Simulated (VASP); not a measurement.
# NaH in VASP: further runs

NaH is run at these levels: PBE, HSE06; tasks: single point.

Program: VASP 6.6.1. These are calculated values, not measurements. Logs are shortened: lines on timing, memory, paths and dates and some standing lists are left out, and cuts for length are marked.

### 1 The cell of the first run

The typed cell holds 24 atoms: a = 6.901 Å, b = 6.901 Å, c = 10.352 Å, α = 60.00°, β = 60.00°, γ = 60.00°.

### 2 Single point, PBE (atoms moved at random)

The input, INCAR:

```
SYSTEM = NaH
GGA = PE
ISMEAR = 0
SIGMA = 0.03
LWAVE = .False.
LCHARG = .False.
ISIF = 2
ISYM = 0
PREC = Accurate
LASPH = .True.
LREAL = .False.
ALGO = Normal
EDIFF = 1E-7
NELM = 120
GGA_COMPAT = .False.
ENCUT = 420
EFERMI = MIDGAP
NSIM = 4
```

The input, KPOINTS:

```
k-points
0
Gamma
  1 1 1
```

The input, POSCAR:

```
NaH
1.0
    0.0000000000      4.8800000000      4.8800000000
    4.8800000000      0.0000000000      4.8800000000
    7.3200000000      7.3200000000      0.0000000000
Na H
12 12
Direct
    0.0013480000      0.0048710000     -0.0036220000
    0.0028870000     -0.0048640000      0.3324290000
   -0.0053950000     -0.0007330000      0.6662500000
   -0.0028920000      0.5048080000     -0.0000090000
    0.0068530000      0.4994640000      0.3326480000
    0.0068940000      0.5005580000      0.6598430000
    0.4993590000     -0.0053270000      0.0024210000
    0.4882490000      0.0007960000      0.3379810000
    0.5054710000     -0.0046310000      0.6627570000
    0.5046200000      0.4985250000     -0.0008050000
    0.5048090000      0.4923370000      0.3366440000
    0.5030210000      0.4957830000      0.6663370000
    0.2533870000      0.2503920000      0.1649060000
    0.2459290000      0.2575770000      0.4970010000
    0.2528800000      0.2511390000      0.8343570000
    0.2540810000      0.7430340000      0.1663030000
    0.2543120000      0.7493770000      0.4993070000
    0.2466390000      0.7493080000      0.8343770000
    0.7430060000      0.2488550000      0.1700350000
    0.7407060000      0.2526590000      0.5049090000
    0.7498990000      0.2451960000      0.8303920000
    0.7499020000      0.7555380000      0.1733750000
    0.7529120000      0.7490650000      0.5002290000
    0.7429130000      0.7560520000      0.8330100000
```

Potentials or basis: VASP PAW PBE potentials, release 64 (Na_pv, H).

On the command line:

```console
$ cat potpaw_PBE.64/Na_pv/POTCAR potpaw_PBE.64/H/POTCAR > POTCAR
$ mpirun -np 8 vasp_std > vasp.out
```

OUTCAR:

```text
SYSTEM = NaH
   GGA = PE
   ISMEAR = 0
   ISIF = 2
   ISYM = 0
   PREC = Accurate
   LASPH = .True.
   LREAL = .False.
   EDIFF = 1E-7
   NELM = 120
   ENCUT = 420
   EFERMI = MIDGAP

 ion  position               nearest neighbor table
   1  0.001  0.005  0.996-
   2  0.003  0.995  0.332-
   3  0.995  0.999  0.666-
   4  0.997  0.505  1.000-
   5  0.007  0.499  0.333-
   6  0.007  0.501  0.660-
[... 16 lines left out ...]
  23  0.753  0.749  0.500-
  24  0.743  0.756  0.833-

IMPORTANT INFORMATION: All symmetrisations will be switched off!
NOSYMM: (Re-)initialisation of all symmetry stuff for point group C_1.

----------------------------------------------------------------------------------------

                                     Primitive cell

  volume of cell :     348.6428

  direct lattice vectors                    reciprocal lattice vectors
     0.000000000  4.880000000  4.880000000    -0.102459016  0.102459016  0.102459016
     4.880000000  0.000000000  4.880000000     0.102459016 -0.102459016  0.102459016
     7.320000000  7.320000000  0.000000000     0.068306011  0.068306011 -0.068306011

  length of vectors
     6.901362184  6.901362184 10.352043277     0.177464222  0.177464222  0.118309481

  position of ions in fractional coordinates (direct lattice)
     0.001348000  0.004871000  0.996378000
     0.002887000  0.995136000  0.332429000
     0.994605000  0.999267000  0.666250000
     0.997108000  0.504808000  0.999991000
     0.006853000  0.499464000  0.332648000
     0.006894000  0.500558000  0.659843000
[... 16 lines left out ...]
     0.752912000  0.749065000  0.500229000
     0.742913000  0.756052000  0.833010000

  ion indices of the primitive-cell ions
   primitive index   ion index
                 1           1
                 2           2
                 3           3
                 4           4
                 5           5
                 6           6
[... 16 lines left out ...]
                23          23
                24          24

----------------------------------------------------------------------------------------

 KPOINTS: k-points

Automatic generation of k-mesh.
 Grid dimensions read from file:
 generate k-points for:    1    1    1

 Generating k-lattice:

  Cartesian coordinates                     Fractional coordinates (reciprocal lattice)
    -0.102459016  0.102459016  0.102459016     1.000000000  0.000000000  0.000000000
     0.102459016 -0.102459016  0.102459016     0.000000000  1.000000000  0.000000000
     0.068306011  0.068306011 -0.068306011     0.000000000  0.000000000  1.000000000

  Length of vectors
     0.177464222  0.177464222  0.118309481

  Shift w.r.t. Gamma in fractional coordinates (k-lattice)
     0.000000000  0.000000000  0.000000000

 Subroutine IBZKPT returns following result:
 ===========================================

 Found      1 irreducible k-points:

 Following reciprocal coordinates:
            Coordinates               Weight
  0.000000  0.000000  0.000000      1.000000
   k-points           NKPTS =      1   k-points in BZ     NKDIM =      1   number of bands    NBANDS=     64
   number of dos      NEDOS =    301   number of ions     NIONS =     24
   total plane-waves  NPLWV = 161280
   dimension x,y,z NGX =    48 NGY =   48 NGZ =   70
   dimension x,y,z NGXF=    96 NGYF=   96 NGZF=  140
   ions per type =              12  12
   NGX,Y,Z   is equivalent  to a cutoff of  11.56, 11.56, 11.24 a.u.
   NGXF,Y,Z  is equivalent  to a cutoff of  23.13, 23.13, 22.48 a.u.
 SYSTEM =  NaH
   PREC   = accura    normal or accurate (medium, high low for compatibility)
   ISTART =      0    job   : 0-new  1-cont  2-samecut
   ICHARG =      2    charge: 1-file 2-atom 10-const
   ISPIN  =      1    spin polarized calculation?
   LNONCOLLINEAR =      F non collinear calculations
   LSORBIT =      F    spin-orbit coupling
   LASPH  =      T    aspherical Exc in radial PAW
   ENCUT  =  420.0 eV  30.87 Ry    5.56 a.u.  11.53 11.53 17.30*2*pi/ulx,y,z
   NELM   =    120;   NELMIN=  2; NELMDL= -5     # of ELM steps
   EDIFF  = 0.1E-06   stopping-criterion for ELM
   LREAL  =      F    real-space projection
   EDIFFG = 0.1E-05   stopping-criterion for IOM
   NSW    =      0    number of steps for IOM
   IBRION =     -1    ionic relax: 0-MD 1-quasi-New 2-CG
   NFREE  =      0    steps in history (QN), initial steepest desc. (CG)
   ISIF   =      2    stress and relaxation
   ISYM   =      0    0-nonsym 1-usesym 2-fastsym
   POTIM  = 0.5000    time-step for ionic-motion
   TEBEG  =    0.0;   TEEND  =   0.0 temperature during run

   SCALEE = 1.0000    scale energy and forces
   PSTRESS=    0.0 pullay stress
   NELECT =      96.0000    total number of electrons
   NUPDOWN=      -1.0000    fix difference up-down
   EMIN   =  10.00;   EMAX   =-10.00  energy-range for DOS
   EFERMI =   0.00;   METHOD = MIDGAP
   ISMEAR =     0;   SIGMA  =   0.03  broadening in eV -4-tet -1-fermi 0-gaus
   EFERMI_NEDOS =   21; number of points for ismear=-14 and -15
   IALGO  =     38    algorithm
   IMIX   =      4    mixing-type and parameters
     AMIX     =   0.40;   BMIX     =  1.00
     AMIX_MAG =   1.60;   BMIX_MAG =  1.00
  volume/ion in A,a.u.               =      14.53        98.03
  Fermi-wavevector in a.u.,A,eV,Ry     =   1.065054  2.012660 15.433636  1.134340
  Thomas-Fermi vector in A             =   2.200593
   LORBIT       =      0    0 simple, 1 ext, 2 COOP (PROOUT), +10 PAW based schemes
   GGA     = PE    functional components
   LHFCALC =     F    Hartree Fock is set to
   AEXX    =    0.0000 exact exchange contribution
   IVDW    =     0    specifies the selected vdW correction
   LEPSILON=     F    determine dielectric tensor
   LRPA    =     F    only Hartree local field effects (RPA)

   CSHIFT  =0.1000    complex shift for real part using Kramers Kronig

   OMEGAMAX=  -1.0    maximum frequency
 non-spin polarized calculation
 Gauss-broadening in eV      SIGMA  =   0.03
  energy-cutoff  :      420.00
  volume of cell :      348.64
 maximum number of plane-waves:      6821
 NGX is ok and might be reduce to    48

 number of electron      96.0000002 magnetization

 Free energy of the ion-electron system (eV)
  ---------------------------------------------------
  ext. energy  EPLUGINS =         0.00000000
  ---------------------------------------------------
  free energy    TOTEN  =       -59.40140112 eV

  energy without entropy =      -59.40140112  energy(sigma->0) =      -59.40140112

 E-fermi :   0.6268     XC(G=0):  -7.6404

 val. band max:       -1.2909527750   @ k =   0.0000   0.0000   0.0000
 cond. band min:       2.5444595754   @ k =   0.0000   0.0000   0.0000
 fundamental gap:      3.8354123504
 Fermi energy:         0.6267534002

 k-point     1 :       0.0000    0.0000    0.0000
  band No.  band energies     occupation
      1     -23.5390      2.00000
      2     -23.5257      2.00000
      3     -23.5196      2.00000
      4     -23.5027      2.00000
      5     -23.4941      2.00000
      6     -23.4906      2.00000
[... 52 lines left out ...]
     59       4.3493      0.00000
     60       6.4936      0.00000
 [bands above 60 left out]

------------------------ aborting loop because EDIFF is reached ----------------------------------------

  FORCE on cell =-STRESS in cart. coord.  units (eV):
  Direction    XX          YY          ZZ          XY          YZ          ZX
  --------------------------------------------------------------------------------------
  -------------------------------------------------------------------------------------
  Total       -0.8784542     -0.9132669     -0.7144679     -3.6821146      3.2037580      3.2129094
  in kB       -4.0369091     -4.1968901     -3.2833152    -16.9210444     14.7227711     14.7648264
  external PRESSURE =      -3.8390381 kB  Pullay stress =       0.0000000 kB

 VOLUME and BASIS-vectors are now :
 -----------------------------------------------------------------------------
  energy-cutoff  :      420.00
  volume of cell :      348.64
      direct lattice vectors                 reciprocal lattice vectors
     0.000000000  4.880000000  4.880000000    -0.102459016  0.102459016  0.102459016
     4.880000000  0.000000000  4.880000000     0.102459016 -0.102459016  0.102459016
     7.320000000  7.320000000  0.000000000     0.068306011  0.068306011 -0.068306011

 POSITION                                       TOTAL-FORCE (eV/Angst)
 -----------------------------------------------------------------------------------
      7.31726      7.30007      0.03035         0.001007      0.026877     -0.057803
      7.28964      2.44747      4.87035         0.006276     -0.052137      0.013610
      9.75337      9.73062      9.73010         0.040805      0.042750      0.015437
      9.78340     12.18582      7.32935        -0.024595      0.047840      0.016285
      4.87237      2.46843      2.47083         0.016101     -0.097919     -0.020170
      7.27277      4.86369      2.47637         0.058290      0.043512     -0.067381
[... 16 lines left out ...]
      7.31711      7.33589      7.32965         0.022609      0.008075      0.009209
      9.78717      9.72305      7.31495        -0.074014      0.070894     -0.004135
 -----------------------------------------------------------------------------------
    total drift:                               -0.000391     -0.000713      0.002167

  FREE ENERGIE OF THE ION-ELECTRON SYSTEM (eV)
  ---------------------------------------------------
  free  energy   TOTEN  =       -59.4014011166 eV

  energy  without entropy=      -59.4014011166  energy(sigma->0) =      -59.40140112
```

It took 6.1 s on 8 MPI ranks of AMD EPYC 7R43 (Zen 3), shared host; peak memory 0.13 GiB.

What came out:

| Quantity | Value |
| --- | --- |
| Free energy | -59.4014 eV |
| Pressure | -0.4 GPa |
| Largest force | 0.154 eV/Å |

Forces in eV/Å, atoms in the order of the input:
```
Na   0.001  0.027 -0.058
Na   0.006 -0.052  0.014
Na   0.041  0.043  0.015
Na  -0.025  0.048  0.016
Na   0.016 -0.098 -0.020
Na   0.058  0.044 -0.067
Na   0.033 -0.024  0.057
Na  -0.098  0.043  0.111
Na   0.096  0.008 -0.042
Na  -0.006 -0.043 -0.055
Na   0.007 -0.053  0.055
Na   0.046  0.017 -0.018
H    0.023 -0.022 -0.087
H   -0.036  0.068 -0.044
H   -0.005 -0.074 -0.062
H    0.064  0.006  0.050
H    0.031 -0.053 -0.045
H   -0.013 -0.014  0.045
H   -0.007  0.036  0.090
H   -0.119  0.024  0.031
H    0.051  0.044  0.072
H   -0.115 -0.053 -0.064
H    0.023  0.008  0.009
H   -0.074  0.071 -0.004
```

Levels at points of the mesh, in eV from the Fermi level:
```csv
k point,band 44,band 45,band 46,band 47,band 48,band 49,band 50,band 51,band 52,band 53
"(0.00, 0.00, 0.00)",-2.21,-2.20,-2.16,-2.15,-1.92,1.92,1.92,2.57,2.59,2.79
```

Caveat: the k points lie up to 1.12 Å⁻¹ apart; the cell differs from its parent crystal (atoms moved at random).

### 3 Single point, HSE06

This run uses another cell than the first one: it holds 2 atoms, not 24.

The input, POSCAR:

```
NaH
1.0
    0.0000000000      2.4878552867      2.4878552867
    2.4878552867      0.0000000000      2.4878552867
    2.4878552867      2.4878552867      0.0000000000
Na H
1 1
Direct
    0.0000000000      0.0000000000      0.0000000000
    0.5000000000      0.5000000000      0.5000000000
```

The input, INCAR.step1:

```
SYSTEM = NaH
PREC = Accurate
ENCUT = 520
EDIFF = 1E-5
ISMEAR = -1
SIGMA = 0.05
LREAL = .FALSE.
LASPH = .TRUE.
NELM = 100
ALGO = Normal
ISIF = 2
LWAVE = .TRUE.
LCHARG = .FALSE.
GGA = PE
NBANDS = 11
```

The input, INCAR.step2:

```
SYSTEM = NaH
PREC = Accurate
ENCUT = 520
EDIFF = 1E-7
ISMEAR = -1
SIGMA = 0.05
LREAL = .FALSE.
LASPH = .TRUE.
NELM = 100
ALGO = Normal
ISIF = 2
LWAVE = .FALSE.
LCHARG = .FALSE.
GGA = PE
LHFCALC = .TRUE.
HFSCREEN = 0.2079
PRECFOCK = Normal
ISTART = 1
NBANDS = 11
```

The input, KPOINTS:

```
regular mesh
0
G
  6 6 6
  0 0 0
```

Potentials or basis: VASP PAW PBE potentials, release 64 (Na_pv, H).

On the command line:

```console
$ cat potpaw_PBE.64/Na_pv/POTCAR potpaw_PBE.64/H/POTCAR > POTCAR
$ cp INCAR.step1 INCAR
$ mpirun -np 1 vasp_std > vasp.out
$ cp INCAR.step2 INCAR
$ mpirun -np 1 vasp_std > vasp.out
```

Run time: 3.4 min. Hardware: 1 thread of Intel Xeon 6975P-C (Granite Rapids), shared host; peak memory 0.25 GiB.

Results (log left out):

- Free energy: -5.7428 eV
- Pressure: -2.1 GPa
- Band gap on the k mesh: 4.67 eV (least direct gap 5.53 eV)

Levels at points of the mesh, in eV from the valence-band top:
| k point | band 1 | band 2 | band 3 | band 4 | band 5 | band 6 | band 7 | band 8 | band 9 |
| --- | --- | --- | --- | --- | --- | --- | --- | --- | --- |
| (0.00, 0.00, 0.00) | -24.54 | -24.54 | -24.54 | -3.64 | 11.21 | 16.33 | 16.33 | 16.33 | 17.14 |
| (0.50, 0.00, 0.00) | -24.60 | -24.54 | -24.54 | -0.86 | 4.67 | 11.56 | 14.24 | 14.24 | 16.90 |
| (0.50, 0.50, 0.00) | -24.59 | -24.56 | -24.56 | -0.12 | 5.51 | 10.92 | 11.45 | 11.45 | 12.37 |

Caveat: the PAW data sets were made with another functional, which shifts forces and pressure a little.
